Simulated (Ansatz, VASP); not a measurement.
# AgO2 in VASP and in Ansatz

```
Ag O
1.0
     0.00000    2.60574    2.60574
     2.60574    0.00000    2.60574
     2.60574    2.60574    0.00000
Ag O
1 2
Direct
  0.00000 0.00000 0.00000
  0.25000 0.25000 0.25000
  0.75000 0.75000 0.75000
```

Alike in both runs: functional PBE; k mesh 16 × 16 × 16; occupations gaussian, width 0.1 eV; collinear spin.

Ansatz relaxed the structure, and its values are those at the end. VASP's run is a single point on that final structure, the one shown.

|  | VASP | Ansatz |
| --- | --- | --- |
| version | VASP 6.6.1 | Ansatz 0.2.0 |
| potentials or method | VASP PAW PBE potentials, release 64 (Ag, O), cutoff 520 eV | scalar-relativistic, plane waves, PAW |
| valence electrons in the cell | 23 | 31 |

Ansatz gave:

```
gap on the k mesh at the Fermi level (eV)                     : none
pressure (GPa)                                                : 0.0
net moment per atom (μB)                                      : 0.60
size of the moment on the site where the two differ most (μB) : 0.68
```

Question: Which values does VASP return?

Answer: gap on the k mesh at the Fermi level (eV): none; pressure (GPa): -0.1; net moment per atom (μB): 0.60; size of the moment on the site where the two differ most (μB): 0.63.

Site moments also hang on the region over which each program counts them. A gap of «none» marks a metal or a gap that the smearing closes. The functional is the same, so the differences come from potentials, cutoffs and numerics. VASP's potentials hold 23 valence electrons a cell and Ansatz's 31, so a difference there can come from the potentials and not from the codes.
